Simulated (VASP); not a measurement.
# In (P4/nmm) in VASP: notebook

The runs below take In through single point, relaxation of cell and atoms, with PBE.

All numbers are computed with VASP 6.6.1; they aren't measurements. Logs are shortened: lines on timing, memory, paths and dates and some standing lists are left out, and cuts for length are marked.

## Step 1: The cell of the first run

The structure is tetragonal, space group P4/nmm (No. 129). The conventional cell has a = 3.477 Å, b = 3.477 Å, c = 4.880 Å, α = 90.00°, β = 90.00°, γ = 90.00°. In (site symmetry 4mm) has 4 In at 2.51 Å within 3.3 Å.

The cell was built from a structure type or drawn by symmetry, and may not be a known phase.

## Step 2: Single point, PBE

Input file INCAR:

```
PREC = Accurate ; ENCUT = 520
EDIFF = 1E-6 ; ISMEAR = 0
SIGMA = 0.1 ; LREAL = F
LASPH = T ; NELM = 60
ALGO = Fast ; ISIF = 2
LWAVE = F ; LCHARG = T
GGA = PE ; LELF = T
LVHAR = T ; NBANDS = 20
```

Input file KPOINTS:

```
Automatic mesh
0
Gamma
  6 6 4
```

Input file POSCAR:

```
In
1.0
    3.4767072400      0.0000000000      0.0000000000
    0.0000000000      3.4767072400      0.0000000000
    0.0000000000      0.0000000000      4.8804061300
In
2
Direct
    0.0000000000      0.5000000000      0.9507065300
    0.5000000000      0.0000000000      0.0492934700
```

Potentials or basis: VASP PAW PBE potentials, release 64 (In_d).

The run is started by

```sh
> cat potpaw_PBE.64/In_d/POTCAR > POTCAR
> mpirun -np 1 vasp_std > vasp.out
```

OUTCAR:

```text
PREC = Accurate
   ENCUT = 520
   EDIFF = 1E-6
   ISMEAR = 0
   LREAL = F
   LASPH = T
   NELM = 60
   ISIF = 2
   GGA = PE

 ion  position               nearest neighbor table
   1  0.000  0.500  0.951-   2 2.51   2 2.51   2 2.51   2 2.51
   2  0.500  0.000  0.049-   1 2.51   1 2.51   1 2.51   1 2.51

  LATTYP: Found a simple tetragonal cell.
 ALAT       =     3.4767072400
 C/A-ratio  =     1.4037437705

  Lattice vectors:

 A1 = (   3.4767072400,   0.0000000000,   0.0000000000)
 A2 = (   0.0000000000,   3.4767072400,   0.0000000000)
 A3 = (   0.0000000000,   0.0000000000,   4.8804061300)

Analysis of symmetry for initial positions (statically):
=====================================================================
 Subroutine PRICEL returns:
 Original cell was already a primitive cell.

 Routine SETGRP: Setting up the symmetry group for a
 simple tetragonal supercell.

 Subroutine GETGRP returns: Found 16 space group operations
 (whereof  8 operations were pure point group operations)
 out of a pool of 16 trial point group operations.

The static configuration has the point symmetry D_2d.
 The point group associated with its full space group is D_4h.

Analysis of symmetry for dynamics (positions and initial velocities):
=====================================================================
 Subroutine PRICEL returns:
 Original cell was already a primitive cell.

 Routine SETGRP: Setting up the symmetry group for a
 simple tetragonal supercell.

 Subroutine GETGRP returns: Found 16 space group operations
 (whereof  8 operations were pure point group operations)
 out of a pool of 16 trial point group operations.

The dynamic configuration has the point symmetry D_2d.
 The point group associated with its full space group is D_4h.

 Subroutine INISYM returns: Found 16 space group operations
 (whereof  8 operations are pure point group operations),
 and found     1 'primitive' translations

----------------------------------------------------------------------------------------

                                     Primitive cell

  volume of cell :      58.9919

  direct lattice vectors                    reciprocal lattice vectors
     3.476707240  0.000000000  0.000000000     0.287628475  0.000000000  0.000000000
     0.000000000  3.476707240  0.000000000     0.000000000  0.287628475  0.000000000
     0.000000000  0.000000000  4.880406130     0.000000000  0.000000000  0.204900980

  length of vectors
     3.476707240  3.476707240  4.880406130     0.287628475  0.287628475  0.204900980

  position of ions in fractional coordinates (direct lattice)
     0.000000000  0.500000000  0.950706530
     0.500000000  0.000000000  0.049293470

  ion indices of the primitive-cell ions
   primitive index   ion index
                 1           1
                 2           2

----------------------------------------------------------------------------------------

 KPOINTS: Automatic mesh

Automatic generation of k-mesh.
 Grid dimensions read from file:
 generate k-points for:    6    6    4

 Generating k-lattice:

  Cartesian coordinates                     Fractional coordinates (reciprocal lattice)
     0.047938079  0.000000000  0.000000000     0.166666667  0.000000000  0.000000000
     0.000000000  0.047938079  0.000000000     0.000000000  0.166666667  0.000000000
     0.000000000  0.000000000  0.051225245     0.000000000  0.000000000  0.250000000

  Length of vectors
     0.047938079  0.047938079  0.051225245

  Shift w.r.t. Gamma in fractional coordinates (k-lattice)
     0.000000000  0.000000000  0.000000000

 Subroutine IBZKPT returns following result:
 ===========================================

 Found     30 irreducible k-points:

 Following reciprocal coordinates:
            Coordinates               Weight
  0.000000  0.000000  0.000000      1.000000
  0.166667  0.000000  0.000000      4.000000
  0.333333  0.000000  0.000000      4.000000
  0.500000  0.000000  0.000000      2.000000
  0.166667  0.166667  0.000000      4.000000
  0.333333  0.166667  0.000000      8.000000
[... 16 lines left out ...]
  0.333333  0.000000  0.500000      4.000000
  0.500000  0.000000  0.500000      2.000000
 [... further k-points ...]
   k-points           NKPTS =     30   k-points in BZ     NKDIM =     30   number of bands    NBANDS=     20
   number of dos      NEDOS =    301   number of ions     NIONS =      2
   total plane-waves  NPLWV =  28224
   dimension x,y,z NGX =    28 NGY =   28 NGZ =   36
   dimension x,y,z NGXF=    56 NGYF=   56 NGZF=   72
   ions per type =               2
   NGX,Y,Z   is equivalent  to a cutoff of  13.39, 13.39, 12.26 a.u.
   NGXF,Y,Z  is equivalent  to a cutoff of  26.78, 26.78, 24.53 a.u.
 SYSTEM =  unknown system
   PREC   = accura    normal or accurate (medium, high low for compatibility)
   ISTART =      0    job   : 0-new  1-cont  2-samecut
   ICHARG =      2    charge: 1-file 2-atom 10-const
   ISPIN  =      1    spin polarized calculation?
   LNONCOLLINEAR =      F non collinear calculations
   LSORBIT =      F    spin-orbit coupling
   LASPH  =      T    aspherical Exc in radial PAW
   ENCUT  =  520.0 eV  38.22 Ry    6.18 a.u.   6.46  6.46  9.07*2*pi/ulx,y,z
   NELM   =     60;   NELMIN=  2; NELMDL= -5     # of ELM steps
   EDIFF  = 0.1E-05   stopping-criterion for ELM
   LREAL  =      F    real-space projection
   EDIFFG = 0.1E-04   stopping-criterion for IOM
   NSW    =      0    number of steps for IOM
   IBRION =     -1    ionic relax: 0-MD 1-quasi-New 2-CG
   NFREE  =      0    steps in history (QN), initial steepest desc. (CG)
   ISIF   =      2    stress and relaxation
   ISYM   =      2    0-nonsym 1-usesym 2-fastsym
   POTIM  = 0.5000    time-step for ionic-motion
   TEBEG  =    0.0;   TEEND  =   0.0 temperature during run
   PSTRESS=    0.0 pullay stress
   NELECT =      26.0000    total number of electrons
   NUPDOWN=      -1.0000    fix difference up-down
   EMIN   =  10.00;   EMAX   =-10.00  energy-range for DOS
   EFERMI =   0.00;   METHOD = LEGACY
   ISMEAR =     0;   SIGMA  =   0.10  broadening in eV -4-tet -1-fermi 0-gaus
   EFERMI_NEDOS =   21; number of points for ismear=-14 and -15
   IALGO  =     68    algorithm
   IMIX   =      4    mixing-type and parameters
     AMIX     =   0.40;   BMIX     =  1.00
     AMIX_MAG =   1.60;   BMIX_MAG =  1.00
  volume/ion in A,a.u.               =      29.50       199.05
  Fermi-wavevector in a.u.,A,eV,Ry     =   1.245858  2.354330 21.118448  1.552162
  Thomas-Fermi vector in A             =   2.380061
   LORBIT       =      0    0 simple, 1 ext, 2 COOP (PROOUT), +10 PAW based schemes
   GGA     = PE    functional components
   LHFCALC =     F    Hartree Fock is set to
   AEXX    =    0.0000 exact exchange contribution
   IVDW    =     0    specifies the selected vdW correction
   LEPSILON=     F    determine dielectric tensor
   LRPA    =     F    only Hartree local field effects (RPA)
 non-spin polarized calculation
 RMM-DIIS sequential band-by-band and
 Gauss-broadening in eV      SIGMA  =   0.10
  energy-cutoff  :      520.00
  volume of cell :       58.99
 maximum number of plane-waves:      1634
 NGX is ok and might be reduce to    28
   NGX = 13   NGY = 13   NGZ = 19

 number of electron      26.0000017 magnetization

 Free energy of the ion-electron system (eV)
  ---------------------------------------------------
  ext. energy  EPLUGINS =         0.00000000
  ---------------------------------------------------
  free energy    TOTEN  =        -1.72635951 eV

  energy without entropy =       -1.71642627  energy(sigma->0) =       -1.72139289

 E-fermi :   6.0531     XC(G=0):  -9.0825

 val. band max:        6.0422828667   @ k =   0.5000   0.3333   0.5000
 cond. band min:       6.2165928205   @ k =   0.3333   0.1667   0.0000
 fundamental gap:      0.1743099538
 Fermi energy:         6.0531185163

 k-point     1 :       0.0000    0.0000    0.0000
  band No.  band energies     occupation
      1     -10.5592      2.00000
      2     -10.2165      2.00000
      3      -9.7039      2.00000
      4      -9.1502      2.00000
      5      -9.1502      2.00000
      6      -8.6091      2.00000
[... 12 lines left out ...]
     19      17.3183      0.00000
     20      18.8924      0.00000

 k-point     2 :       0.1667    0.0000    0.0000
  band No.  band energies     occupation
      1     -10.4466      2.00000
      2     -10.0634      2.00000
      3      -9.6953      2.00000
      4      -9.0611      2.00000
      5      -9.0259      2.00000
      6      -8.8885      2.00000
[... 12 lines left out ...]
     19      16.9594      0.00000
     20      17.2317      0.00000

 k-point     3 :       0.3333    0.0000    0.0000
  band No.  band energies     occupation
      1     -10.1199      2.00000
      2      -9.6931      2.00000
      3      -9.6556      2.00000
      4      -9.1396      2.00000
      5      -9.1086      2.00000
      6      -8.8154      2.00000
[... 12 lines left out ...]
     19      15.5464      0.00000
     20      16.2413      0.00000

 k-point     4 :       0.5000    0.0000    0.0000
  band No.  band energies     occupation
      1      -9.6306      2.00000
      2      -9.6306      2.00000
      3      -9.5683      2.00000
      4      -9.5683      2.00000
      5      -8.9495      2.00000
      6      -8.9495      2.00000
[... 12 lines left out ...]
     19      14.5255      0.00000
     20      14.5255      0.00000

 k-point     5 :       0.1667    0.1667    0.0000
  band No.  band energies     occupation
      1     -10.3596      2.00000
      2      -9.9157      2.00000
      3      -9.6257      2.00000
      4      -9.2097      2.00000
      5      -9.1641      2.00000
      6      -8.7514      2.00000
[... 12 lines left out ...]
     19      15.3789      0.00000
     20      15.7539      0.00000
[... 353 lines left out ...]
      6      -8.6089      2.00000
[... 12 lines left out ...]
     19      15.6431      0.00000
     20      15.8531      0.00000

 k-point    22 :       0.1667    0.0000    0.5000
  band No.  band energies     occupation
      1     -10.4466      2.00000
      2     -10.0627      2.00000
      3      -9.6933      2.00000
      4      -9.0638      2.00000
      5      -9.0290      2.00000
      6      -8.8852      2.00000
[... 12 lines left out ...]
     19      16.0050      0.00000
     20      16.0083      0.00000

 k-point    23 :       0.3333    0.0000    0.5000
  band No.  band energies     occupation
      1     -10.1203      2.00000
      2      -9.6929      2.00000
      3      -9.6536      2.00000
      4      -9.1359      2.00000
      5      -9.1094      2.00000
      6      -8.8169      2.00000
[... 12 lines left out ...]
     19      15.7089      0.00000
     20      16.1246      0.00000

 k-point    24 :       0.5000    0.0000    0.5000
  band No.  band energies     occupation
      1      -9.6313      2.00000
      2      -9.6313      2.00000
      3      -9.5672      2.00000
      4      -9.5672      2.00000
      5      -8.9469      2.00000
      6      -8.9469      2.00000
[... 12 lines left out ...]
     19      16.4134      0.00000
     20      16.4134      0.00000

 [... further k-points ...]

------------------------ aborting loop because EDIFF is reached ----------------------------------------

  FORCE on cell =-STRESS in cart. coord.  units (eV):
  Direction    XX          YY          ZZ          XY          YZ          ZX
  --------------------------------------------------------------------------------------
  -------------------------------------------------------------------------------------
  Total       17.3733738     17.3733738      0.3865801      0.0000000      0.0000000      0.0000000
  in kB      471.8484572    471.8484572     10.4992404      0.0000000      0.0000000      0.0000000
  external PRESSURE =     318.0653849 kB  Pullay stress =       0.0000000 kB

 VOLUME and BASIS-vectors are now :
 -----------------------------------------------------------------------------
  energy-cutoff  :      520.00
  volume of cell :       58.99
      direct lattice vectors                 reciprocal lattice vectors
     3.476707240  0.000000000  0.000000000     0.287628475  0.000000000  0.000000000
     0.000000000  3.476707240  0.000000000     0.000000000  0.287628475  0.000000000
     0.000000000  0.000000000  4.880406130     0.000000000  0.000000000  0.204900980

 POSITION                                       TOTAL-FORCE (eV/Angst)
 -----------------------------------------------------------------------------------
      0.00000      1.73835      4.63983        -0.000000      0.000000     -1.973642
      1.73835      0.00000      0.24057         0.000000      0.000000      1.973642
 -----------------------------------------------------------------------------------
    total drift:                                0.000000      0.000000     -0.000000

  FREE ENERGIE OF THE ION-ELECTRON SYSTEM (eV)
  ---------------------------------------------------
  free  energy   TOTEN  =        -1.7263595061 eV

  energy  without entropy=       -1.7164262720  energy(sigma->0) =       -1.72139289
```

Wall time 49 s (1 thread of Intel Xeon Platinum 8488C (Sapphire Rapids), shared host); peak memory 0.17 GiB.

Results:

```yaml
Free_energy: -1.7264 eV
Pressure: 31.8 GPa
Largest_force: 1.974 eV/Å
Band_gap_on_the_k_mesh: zero (bands 13 and 14 overlap by 4.43 eV)
```

Forces in eV/Å, atoms in the order of the input:
```
In   0.000  0.000 -1.974
In   0.000  0.000  1.974
```

Stress tensor (GPa, compression positive):
```
47.18  0.00  0.00
 0.00 47.18  0.00
 0.00  0.00  1.05
```

Caveat: the cell stands under pressure; spin-orbit coupling is left out, which moves the levels of the heavy elements; forces of over 1 eV/Å act on the atoms, so gaps and moduli don't describe the material at rest.

## Step 3: Relaxation of cell and atoms, PBE

Input file INCAR:

```
PREC     = Accurate       # precision mode
ENCUT    = 600            # plane-wave cutoff, eV
EDIFF    = 1E-6           # SCF threshold, eV
ISMEAR   = 0              # smearing method
SIGMA    = 0.1            # smearing width, eV
LREAL    = F              # projectors in reciprocal space
LASPH    = T              # aspherical terms in the spheres
NELM     = 100            # most SCF steps
ALGO     = Normal         # electronic algorithm
ISIF     = 3              # what is computed and relaxed
LWAVE    = F              # write WAVECAR
LCHARG   = F              # write CHGCAR
GGA      = PE             # functional
IBRION   = 2              # ionic algorithm
NSW      = 90             # ionic steps
EDIFFG   = -0.04          # ionic threshold
```

KPOINTS is that of step 2.

POSCAR is that of step 2.

Potentials or basis: VASP PAW PBE potentials, release 64 (In_d).

The run is started by

```sh
> cat potpaw_PBE.64/In_d/POTCAR > POTCAR
> mpirun -np 1 vasp_std > vasp.out
```

Run time: 11 min. Hardware: 1 thread of Intel Xeon Platinum 8488C (Sapphire Rapids), shared host; peak memory 0.2 GiB.

Results (log left out):

```yaml
Free_energy: -5.2027 eV
Relaxed_volume: 28.15 Å³/atom
Relaxed_cell: a = 4.287 Å, b = 4.287 Å, c = 3.064 Å, α = 90.00°, β = 90.00°, γ = 90.00°
Space_group_after_relaxing_to_0.1_Å: I4/mmm (No. 139)
Energy_gained_by_relaxing: 1738.0 meV/atom
Ionic_steps: 49
Pressure_after_relaxing: 0.1 GPa
Largest_force_after_relaxing: 0.010 eV/Å
Band_gap_on_the_k_mesh: zero (bands 13 and 14 overlap by 6.26 eV)
```

Forces in eV/Å, atoms in the order of the input:
```
In   0.000  0.000 -0.010
In   0.000  0.000  0.010
```

Stress tensor (GPa, compression positive):
```
0.02 0.00 0.00
0.00 0.02 0.00
0.00 0.00 0.12
```

The path:
| step | energy change (eV) | largest force (eV/Å) | pressure (GPa) | volume (Å³) |
| --- | --- | --- | --- | --- |
| 1 | 0.0000 | 1.9709 | 31.80 | 58.99 |
| 3 | -2.5979 | 0.1013 | -0.47 | 86.22 |
| 5 | -2.5984 | 0.0893 | -0.63 | 86.83 |
| 7 | -2.7039 | 0.1848 | -0.88 | 79.54 |
| 9 | -2.2485 | 0.0171 | 20.18 | 46.08 |
| 11 | -3.2763 | 0.0910 | 1.37 | 56.28 |
| 13 | -3.3038 | 0.0951 | 2.01 | 54.94 |
| 15 | -3.3109 | 0.0983 | 3.55 | 53.59 |
| 17 | -3.3297 | 0.1031 | 2.44 | 54.53 |
| 19 | -3.3522 | 0.0679 | -0.77 | 59.22 |
| 21 | -3.3554 | 0.0778 | 0.09 | 57.90 |
| 23 | -3.3561 | 0.0801 | -0.05 | 57.92 |
| 25 | -3.3565 | 0.0963 | -0.26 | 58.00 |
| 27 | -3.3571 | 0.0879 | -0.22 | 57.96 |
| 29 | -3.3581 | 0.0897 | -0.17 | 57.90 |
| 31 | -3.3626 | 0.0973 | -0.10 | 57.66 |
| 33 | -3.3840 | 0.1509 | 0.38 | 56.73 |
| 35 | -3.4512 | 0.0367 | 2.48 | 53.07 |
| 37 | -3.4586 | 0.0518 | 1.99 | 53.74 |
| 39 | -3.4631 | 0.0016 | 1.75 | 53.89 |
| 41 | -3.4655 | 0.0111 | 1.56 | 54.14 |
| 43 | -3.4756 | 0.0101 | 0.09 | 56.06 |
| 45 | -3.4757 | 0.0146 | -0.06 | 56.40 |
| 47 | -3.4757 | 0.0097 | 0.05 | 56.24 |
| 49 | -3.4761 | 0.0102 | 0.05 | 56.31 |

Final structure:
```
In
1.0
     4.28702    0.00000    0.00000
     0.00000    4.28702    0.00000
     0.00000    0.00000    3.06384
In
2
Direct
  0.00000 0.50000 0.75345
  0.50000 0.00000 0.24655
```

Levels at points of the mesh, in eV from the Fermi level:
```tsv
k point	band 9	band 10	band 11	band 12	band 13	band 14	band 15	band 16	band 17
(0.00, 0.00, 0.00)	-14.04	-14.04	-8.87	-1.48	-0.33	-0.33	3.96	7.21	7.55
(0.50, 0.00, 0.00)	-14.12	-14.12	-6.71	-6.71	2.20	2.20	2.99	2.99	9.60
(0.50, 0.50, 0.00)	-14.02	-14.02	-5.24	-5.24	-3.19	-3.19	10.36	10.46	10.46
(0.00, 0.00, 0.50)	-14.01	-14.00	-4.43	-4.39	2.57	2.58	4.28	4.28	4.38
(0.50, 0.00, 0.50)	-13.95	-13.95	-2.34	-2.34	-2.17	-2.17	5.11	5.11	5.75
(0.50, 0.50, 0.50)	-13.97	-13.97	-1.46	-1.46	-0.58	-0.58	1.39	1.39	1.49
```

Caveat: a cell axis changed by over 15 % at a fixed basis, so the end point is rough; spin-orbit coupling is left out, which moves the levels of the heavy elements.
